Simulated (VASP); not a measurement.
# Pt (P6_3/mmc) in VASP: notebook

Runs on Pt. Level: LDA. Tasks: relaxation of cell and atoms, single point.

Everything below comes from runs of VASP 6.6.1. Logs are shortened: lines on timing, memory, paths and dates and some standing lists are left out, and cuts for length are marked.

## (1) The cell of the first run

Symmetry: P6_3/mmc, No. 194, hexagonal system. The conventional cell has a = 2.761 Å, b = 2.761 Å, c = 4.473 Å, α = 90.00°, β = 90.00°, γ = 120.00°. Pt (site symmetry -6m2) has 12 Pt at 2.75 to 2.76 Å within 3.6 Å.

## (2) Relaxation of cell and atoms, LDA

Input file INCAR:

```
SYSTEM = Pt
  ALGO = Normal
  EDIFF = 1E-6
  EDIFFG = -0.005
  ENCUT = 600
  IBRION = 2
  ISIF = 3
  ISMEAR = -1
  LASPH = .TRUE.
  LCHARG = .FALSE.
  LREAL = .FALSE.
  LWAVE = .FALSE.
  NELM = 100
  NSW = 60
  PREC = Accurate
  SIGMA = 0.08
```

Input file KPOINTS:

```
k-points
0
G
  16 16 9
  0 0 0
```

Input file POSCAR:

```
Pt
1.0
    2.7614133230      0.0000000000      0.0000000000
   -1.3807066615      2.3914540880      0.0000000000
    0.0000000000      0.0000000000      4.4734895832
Pt
2
Direct
    0.3333333333      0.6666666667      0.2500000000
    0.6666666667      0.3333333333      0.7500000000
```

Potentials or basis: VASP PAW LDA potentials, release 64 (Pt).

Started as:

```bash
$ cat potpaw_LDA.64/Pt/POTCAR > POTCAR
$ mpirun -np 1 vasp_std > vasp.out
```

OUTCAR:

```text
SYSTEM = Pt
   EDIFF = 1E-6
   EDIFFG = -0.005
   ENCUT = 600
   IBRION = 2
   ISIF = 3
   ISMEAR = -1
   LASPH = .TRUE.
   LREAL = .FALSE.
   NELM = 100
   NSW = 60
   PREC = Accurate

 ion  position               nearest neighbor table
   1  0.333  0.667  0.250-   2 2.75   2 2.75   2 2.75   2 2.75   2 2.75   2 2.75
   2  0.667  0.333  0.750-   1 2.75   1 2.75   1 2.75   1 2.75   1 2.75   1 2.75

  LATTYP: Found a hexagonal cell.
 ALAT       =     2.7614133230
 C/A-ratio  =     1.6200000000

  Lattice vectors:

 A1 = (   2.7614133230,   0.0000000000,   0.0000000000)
 A2 = (  -1.3807066615,   2.3914540880,   0.0000000000)
 A3 = (   0.0000000000,   0.0000000000,   4.4734895832)

Analysis of symmetry for initial positions (statically):
=====================================================================
 Subroutine PRICEL returns:
 Original cell was already a primitive cell.

 Routine SETGRP: Setting up the symmetry group for a
 hexagonal supercell.

 Subroutine GETGRP returns: Found 24 space group operations
 (whereof 12 operations were pure point group operations)
 out of a pool of 24 trial point group operations.

The static configuration has the point symmetry D_3d.
 The point group associated with its full space group is D_6h.

Analysis of symmetry for dynamics (positions and initial velocities):
=====================================================================
 Subroutine PRICEL returns:
 Original cell was already a primitive cell.

 Routine SETGRP: Setting up the symmetry group for a
 hexagonal supercell.

 Subroutine GETGRP returns: Found 24 space group operations
 (whereof 12 operations were pure point group operations)
 out of a pool of 24 trial point group operations.

The dynamic configuration has the point symmetry D_3d.
 The point group associated with its full space group is D_6h.

 Subroutine INISYM returns: Found 24 space group operations
 (whereof 12 operations are pure point group operations),
 and found     1 'primitive' translations

----------------------------------------------------------------------------------------

                                     Primitive cell

  volume of cell :      29.5420

  direct lattice vectors                    reciprocal lattice vectors
     2.761413323  0.000000000  0.000000000     0.362133402  0.209077817  0.000000000
    -1.380706662  2.391454088  0.000000000     0.000000000  0.418155634  0.000000000
     0.000000000  0.000000000  4.473489583     0.000000000  0.000000000  0.223539137

  length of vectors
     2.761413323  2.761413323  4.473489583     0.418155634  0.418155634  0.223539137

  position of ions in fractional coordinates (direct lattice)
     0.333333333  0.666666667  0.250000000
     0.666666667  0.333333333  0.750000000

  ion indices of the primitive-cell ions
   primitive index   ion index
                 1           1
                 2           2

----------------------------------------------------------------------------------------

 KPOINTS: k-points

Automatic generation of k-mesh.
 Grid dimensions read from file:
 generate k-points for:   16   16    9

 Generating k-lattice:

  Cartesian coordinates                     Fractional coordinates (reciprocal lattice)
     0.022633338  0.013067364  0.000000000     0.062500000  0.000000000  0.000000000
     0.000000000  0.026134727  0.000000000     0.000000000  0.062500000  0.000000000
     0.000000000  0.000000000  0.024837682     0.000000000  0.000000000  0.111111111

  Length of vectors
     0.026134727  0.026134727  0.024837682

  Shift w.r.t. Gamma in fractional coordinates (k-lattice)
     0.000000000  0.000000000  0.000000000

 Subroutine IBZKPT returns following result:
 ===========================================

 Found    150 irreducible k-points:

 Following reciprocal coordinates:
            Coordinates               Weight
  0.000000  0.000000  0.000000      1.000000
  0.062500 -0.000000  0.000000      6.000000
  0.125000 -0.000000  0.000000      6.000000
  0.187500 -0.000000  0.000000      6.000000
  0.250000 -0.000000  0.000000      6.000000
  0.312500 -0.000000  0.000000      6.000000
[... 16 lines left out ...]
  0.187500  0.187500  0.000000      6.000000
  0.250000  0.187500  0.000000     12.000000
 [... further k-points ...]
   k-points           NKPTS =    150   k-points in BZ     NKDIM =    150   number of bands    NBANDS=     14
   number of dos      NEDOS =    301   number of ions     NIONS =      2
   total plane-waves  NPLWV =  20736
   dimension x,y,z NGX =    24 NGY =   24 NGZ =   36
   dimension x,y,z NGXF=    48 NGYF=   48 NGZF=   72
   ions per type =               2
   NGX,Y,Z   is equivalent  to a cutoff of  14.45, 14.45, 13.38 a.u.
   NGXF,Y,Z  is equivalent  to a cutoff of  28.90, 28.90, 26.76 a.u.
 SYSTEM =  Pt
   PREC   = accura    normal or accurate (medium, high low for compatibility)
   ISTART =      0    job   : 0-new  1-cont  2-samecut
   ICHARG =      2    charge: 1-file 2-atom 10-const
   ISPIN  =      1    spin polarized calculation?
   LNONCOLLINEAR =      F non collinear calculations
   LSORBIT =      F    spin-orbit coupling
   LASPH  =      T    aspherical Exc in radial PAW
   ENCUT  =  600.0 eV  44.10 Ry    6.64 a.u.   5.52  5.52  8.93*2*pi/ulx,y,z
   NELM   =    100;   NELMIN=  2; NELMDL= -5     # of ELM steps
   EDIFF  = 0.1E-05   stopping-criterion for ELM
   LREAL  =      F    real-space projection
   EDIFFG = -.5E-02   stopping-criterion for IOM
   NSW    =     60    number of steps for IOM
   IBRION =      2    ionic relax: 0-MD 1-quasi-New 2-CG
   NFREE  =      1    steps in history (QN), initial steepest desc. (CG)
   ISIF   =      3    stress and relaxation
   ISYM   =      2    0-nonsym 1-usesym 2-fastsym
   POTIM  = 0.5000    time-step for ionic-motion
   TEBEG  =    0.0;   TEEND  =   0.0 temperature during run
   PSTRESS=    0.0 pullay stress
   NELECT =      20.0000    total number of electrons
   NUPDOWN=      -1.0000    fix difference up-down
   EMIN   =  10.00;   EMAX   =-10.00  energy-range for DOS
   EFERMI =   0.00;   METHOD = LEGACY
   ISMEAR =    -1;   SIGMA  =   0.08  broadening in eV -4-tet -1-fermi 0-gaus
   EFERMI_NEDOS =   21; number of points for ismear=-14 and -15
   IALGO  =     38    algorithm
   IMIX   =      4    mixing-type and parameters
     AMIX     =   0.40;   BMIX     =  1.00
     AMIX_MAG =   1.60;   BMIX_MAG =  1.00
  volume/ion in A,a.u.               =      14.77        99.68
  Fermi-wavevector in a.u.,A,eV,Ry     =   1.437490  2.716462 28.114777  2.066378
  Thomas-Fermi vector in A             =   2.556562
   LORBIT       =      0    0 simple, 1 ext, 2 COOP (PROOUT), +10 PAW based schemes
   GGA     = CA    functional components
   LHFCALC =     F    Hartree Fock is set to
   AEXX    =    0.0000 exact exchange contribution
   IVDW    =     0    specifies the selected vdW correction
   LEPSILON=     F    determine dielectric tensor
   LRPA    =     F    only Hartree local field effects (RPA)
 conjugate gradient relaxation of ions
 non-spin polarized calculation
  energy-cutoff  :      600.00
  volume of cell :       29.54
 maximum number of plane-waves:      1010
 NGX is ok and might be reduce to    24
   NGX = 11   NGY = 11   NGZ = 17

--------------------------------------- Ionic step        1  -------------------------------------------

 number of electron      20.0000003 magnetization

 Free energy of the ion-electron system (eV)
  ---------------------------------------------------
  ext. energy  EPLUGINS =         0.00000000
  ---------------------------------------------------
  free energy    TOTEN  =       -14.87799050 eV

  energy without entropy =      -14.79504208  energy(sigma->0) =      -14.83651629

------------------------ aborting loop because EDIFF is reached ----------------------------------------

  FORCE on cell =-STRESS in cart. coord.  units (eV):
  Direction    XX          YY          ZZ          XY          YZ          ZX
  --------------------------------------------------------------------------------------
  -------------------------------------------------------------------------------------
  Total       -0.1006922     -0.1006922      1.7175912      0.0000000      0.0000000      0.0000000
  in kB       -5.4609264     -5.4609264     93.1516382      0.0000000      0.0000000      0.0000000
  external PRESSURE =      27.4099285 kB  Pullay stress =       0.0000000 kB

 VOLUME and BASIS-vectors are now :
 -----------------------------------------------------------------------------
  energy-cutoff  :      600.00
  volume of cell :       29.54
      direct lattice vectors                 reciprocal lattice vectors
     2.761413323  0.000000000  0.000000000     0.362133402  0.209077817  0.000000000
    -1.380706662  2.391454088  0.000000000     0.000000000  0.418155634  0.000000000
     0.000000000  0.000000000  4.473489583     0.000000000  0.000000000  0.223539137
[... 181 lines left out ...]
 POSITION                                       TOTAL-FORCE (eV/Angst)
 -----------------------------------------------------------------------------------
     -0.00000      1.56938      1.16288         0.000000     -0.000000      0.000000
      1.35913      0.78469      3.48863        -0.000000      0.000000      0.000000
 -----------------------------------------------------------------------------------
    total drift:                                0.000000     -0.000000      0.000000

  FREE ENERGIE OF THE ION-ELECTRON SYSTEM (eV)
  ---------------------------------------------------
  free  energy   TOTEN  =       -14.9170114194 eV

  energy  without entropy=      -14.8424648040  energy(sigma->0) =      -14.87973811

--------------------------------------- Ionic step        7  -------------------------------------------

 number of electron      19.9999997 magnetization

 Free energy of the ion-electron system (eV)
  ---------------------------------------------------
  ext. energy  EPLUGINS =         0.00000000
  ---------------------------------------------------
  free energy    TOTEN  =       -14.91706849 eV

  energy without entropy =      -14.84263578  energy(sigma->0) =      -14.87985213

 E-fermi :  11.3578     XC(G=0): -13.7541

 val. band max:       11.3495547003   @ k =   0.3750  -0.0000   0.2222
 cond. band min:      11.3588375760   @ k =   0.2500  -0.0000   0.0000
 fundamental gap:      0.0092828758
 Fermi energy:        11.3578189917

 k-point     1 :       0.0000    0.0000    0.0000
  band No.  band energies     occupation
      1       0.9910      2.00000
      2       3.7235      2.00000
      3       7.0929      2.00000
      4       7.5840      2.00000
      5       7.5840      2.00000
      6       8.0122      2.00000
      7       8.0122      2.00000
      8       9.2702      2.00000
      9       9.2702      2.00000
     10      10.4560      1.99997
     11      11.1057      1.91795
     12      11.1057      1.91795
     13      16.5747      0.00000
     14      26.2833      0.00000

 k-point     2 :       0.0625   -0.0000    0.0000
  band No.  band energies     occupation
      1       1.1396      2.00000
      2       3.8600      2.00000
      3       7.0602      2.00000
      4       7.5935      2.00000
      5       7.7007      2.00000
      6       7.9364      2.00000
      7       8.1232      2.00000
      8       9.0903      2.00000
      9       9.1915      2.00000
     10       9.6409      2.00000
[... 362 lines left out ...]
 k-point    24 :       0.2500    0.1875    0.0000
  band No.  band energies     occupation
      1       4.9066      2.00000
      2       5.6319      2.00000
      3       5.6709      2.00000
      4       6.3461      2.00000
      5       7.3333      2.00000
      6       7.7107      2.00000
      7       8.2750      2.00000
      8       9.2691      2.00000
      9      11.0207      1.97085
     10      11.1132      1.91020
     11      12.3839      0.00001
     12      17.4172      0.00000
     13      19.7856      0.00000
     14      20.0640      0.00000

 [... further k-points ...]
[... 5 lines left out ...]
  --------------------------------------------------------------------------------------
  -------------------------------------------------------------------------------------
  Total       -0.0052564     -0.0052564     -0.0032356     -0.0000000      0.0000000      0.0000000
  in kB       -0.2825959     -0.2825959     -0.1739520     -0.0000000      0.0000000      0.0000000
  external PRESSURE =      -0.2463812 kB  Pullay stress =       0.0000000 kB

 VOLUME and BASIS-vectors are now :
 -----------------------------------------------------------------------------
  energy-cutoff  :      600.00
  volume of cell :       29.80
      direct lattice vectors                 reciprocal lattice vectors
     2.718300172  0.000000000  0.000000000     0.367876959  0.212393861  0.000000000
    -1.359150086  2.354117004  0.000000000     0.000000000  0.424787722  0.000000000
     0.000000000 -0.000000000  4.657047410     0.000000000 -0.000000000  0.214728327

 POSITION                                       TOTAL-FORCE (eV/Angst)
 -----------------------------------------------------------------------------------
     -0.00000      1.56941      1.16426        -0.000000      0.000000      0.000000
      1.35915      0.78471      3.49279         0.000000     -0.000000      0.000000
 -----------------------------------------------------------------------------------
    total drift:                                0.000000     -0.000000      0.000000

  FREE ENERGIE OF THE ION-ELECTRON SYSTEM (eV)
  ---------------------------------------------------
  free  energy   TOTEN  =       -14.9170684902 eV

  energy  without entropy=      -14.8426357758  energy(sigma->0) =      -14.87985213

 reached required accuracy - stopping structural energy minimisation
```

It took 70 s on 1 thread of Intel Xeon 6975P-C (Granite Rapids), shared host; peak memory 0.2 GiB.

Results:

| Property | Result |
| --- | --- |
| Free energy | -14.9171 eV |
| Relaxed volume | 14.90 Å³/atom |
| Relaxed cell | a = 2.718 Å, b = 2.718 Å, c = 4.657 Å, α = 90.00°, β = 90.00°, γ = 120.00° |
| Space group after relaxing (to 0.05 Å) | P6_3/mmc (No. 194) |
| Energy gained by relaxing | 19.5 meV/atom |
| Ionic steps | 7 |
| Pressure after relaxing | 0.0 GPa |
| Band gap on the k mesh | zero (band 10 reaches 11.87 eV, above the bottom of band 11 at 10.52 eV) |

Step by step:
```tsv
step	energy change (eV)	largest force (eV/Å)	pressure (GPa)	volume (Å³)
1	0.0000	0.0000	2.74	29.54
2	-0.0161	0.0000	-7.73	30.62
3	-0.0225	0.0000	-4.40	30.24
4	-0.0386	0.0000	-0.16	29.83
5	-0.0389	0.0000	-0.67	29.87
6	-0.0390	0.0000	0.37	29.76
7	-0.0391	0.0000	-0.02	29.80
```

Final structure:
```yaml
crystal:
  lattice:
    - [2.71830, 0.00000, 0.00000]
    - [-1.35915, 2.35412, 0.00000]
    - [0.00000, 0.00000, 4.65705]
  atoms:
    - { symbol: Pt, position: [0.33333, 0.66667, 0.25000] }
    - { symbol: Pt, position: [0.66667, 0.33333, 0.75000] }
```

Levels at points of the mesh, in eV from the Fermi level:
```csv
k point,band 6,band 7,band 8,band 9,band 10,band 11,band 12,band 13,band 14
"(0.00, 0.00, 0.00)",-3.35,-3.35,-2.09,-2.09,-0.90,-0.25,-0.25,5.22,14.93
"(0.50, 0.00, 0.00)",-3.21,-2.96,0.06,0.27,0.51,2.35,3.89,7.55,9.18
```

Caveat: spin-orbit coupling is left out, which moves the levels of the heavy elements.

## (3) Single point, LDA

This run uses another cell than the first one, of 12.48 Å³/atom, 0.845 times its volume.

Input file INCAR:

```
PREC     = Accurate       # precision mode
ENCUT    = 520            # plane-wave cutoff, eV
EDIFF    = 1E-7           # SCF threshold, eV
ISMEAR   = -1             # smearing method
SIGMA    = 0.08           # smearing width, eV
LREAL    = False          # projectors in reciprocal space
LASPH    = True           # aspherical terms in the spheres
NELM     = 60             # most SCF steps
ALGO     = Normal         # electronic algorithm
ISIF     = 2              # what is computed and relaxed
LWAVE    = False          # write WAVECAR
LCHARG   = False          # write CHGCAR
NBANDS   = 17             # bands
```

Input file KPOINTS:

```
regular mesh
0
Gamma
  16 16 9
```

Input file POSCAR:

```
Pt
1.0
    2.5734668649      0.0000000000      0.0000000000
   -1.2867334325      2.2286876808      0.0000000000
    0.0000000000      0.0000000000      4.3526363915
Pt
2
Direct
    0.3333333333      0.6666666667      0.2500000000
    0.6666666667      0.3333333333      0.7500000000
```

Potentials or basis: VASP PAW LDA potentials, release 64 (Pt).

Started as:

```bash
$ cat potpaw_LDA.64/Pt/POTCAR > POTCAR
$ mpirun -np 1 vasp_std > vasp.out
```

Run time: 56 s. Hardware: 1 thread of Intel Xeon Platinum 8375C at 2.90GHz (Ice Lake), shared host; peak memory 0.16 GiB.

Results (log left out):

```yaml
Free_energy: -13.8533 eV
Pressure: 84.5 GPa
Band_gap_on_the_k_mesh: zero (band 10 reaches 15.90 eV, above the bottom of band 11 at 14.09 eV)
```

Stress tensor (GPa, compression positive):
```
84.69  0.00  0.00
 0.00 84.69  0.00
 0.00  0.00 84.21
```

Levels at points of the mesh, in eV from the Fermi level:
```csv
k point,band 8,band 9,band 10,band 11,band 12,band 13
"(0.00, 0.00, 0.00)",-2.94,-2.94,-1.59,-0.38,-0.38,6.81
"(0.50, 0.00, 0.00)",0.17,0.31,0.68,2.79,4.58,8.57
```

Caveat: spin-orbit coupling is left out, which moves the levels of the heavy elements.
